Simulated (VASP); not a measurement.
A run of VASP 6.6.1 is set up as follows.

The input INCAR:

```
PREC = Accurate ; ENCUT = 520
EDIFF = 1E-6 ; ISMEAR = -1
SIGMA = 0.05 ; LREAL = False
LASPH = True ; NELM = 60
ALGO = Normal ; ISIF = 2
LWAVE = False ; LCHARG = False
GGA = PE ; IVDW = 13
NBANDS = 11
```

The input KPOINTS:

```
Automatic mesh
0
Gamma
  8 8 8
```

The input POSCAR:

```
Si
1.0
    0.0000000000      2.6850649043      2.6850649043
    2.6850649043      0.0000000000      2.6850649043
    2.6850649043      2.6850649043      0.0000000000
Si
2
Direct
    0.5000000000      0.5000000000      0.5000000000
    0.7500000000      0.7500000000      0.7500000000
```

Potentials or basis: VASP PAW PBE potentials, release 64 (Si).

Launch:

```console
$ cat potpaw_PBE.64/Si/POTCAR > POTCAR
$ mpirun -np 1 vasp_std > vasp.out
```

(1) Predict the pressure.

(2) What does it give for the dispersion energy per atom?

(3) Estimate the band gap on the k mesh.

Answers

(1) 2.7 GPa.

(2) -0.343 eV.

(3) 0.56 eV, indirect (least direct gap 2.58 eV).
